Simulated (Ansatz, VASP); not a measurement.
Two plane-wave programs on Sr4SbO3

```
Sr Sb O
1.0
     5.25018    0.00000    0.00000
     0.00000    5.25018    0.00000
     0.00000    0.00000    5.25018
Sr Sb O
4 1 3
Direct
  0.50000 0.00000 0.00000
  0.50000 0.50000 0.50000
  0.00000 0.00000 0.50000
  0.00000 0.50000 0.00000
  0.00000 0.00000 0.00000
  0.00000 0.50000 0.50000
  0.50000 0.00000 0.50000
  0.50000 0.50000 0.00000
```

Change from the starting cell: species swapped into the Mg3CuO4 type (Pm-3m, No. 221).

Alike in both runs: task relaxation of cell and atoms; functional PBE; k mesh 4 × 4 × 4; occupations gaussian, width 0.1 eV; no spin polarisation.

|  | VASP | Ansatz |
| --- | --- | --- |
| version | VASP 6.6.1 | Ansatz 0.2.0 |
| potentials or method | VASP PAW PBE potentials, release 64 (Sr_sv, Sb, O), cutoff 600 eV | scalar-relativistic, plane waves, PAW |
| valence electrons in the cell | 63 | 73 |

Ansatz gave:

| Quantity | Value |
| --- | --- |
| gap on the k mesh at the Fermi level, each at its own relaxed structure (eV) | none |
| relaxed volume (Å³/atom) | 23.86 |
| relaxed cell length with the largest relative difference (Å) | 5.757 |

Question: Estimate VASP's values.

Answer: gap on the k mesh at the Fermi level, each at its own relaxed structure (eV): none; relaxed volume (Å³/atom): 24.11; relaxed cell length with the largest relative difference (Å): 5.778.

A gap of «none» marks a metal or a gap that the smearing closes. VASP's potentials hold 63 valence electrons a cell and Ansatz's 73, so a difference there can come from the potentials and not from the codes.

Spin-orbit coupling is off throughout. Noted on VASP's run: the volume moved by over 15 % at a fixed basis, so the end points are rough.
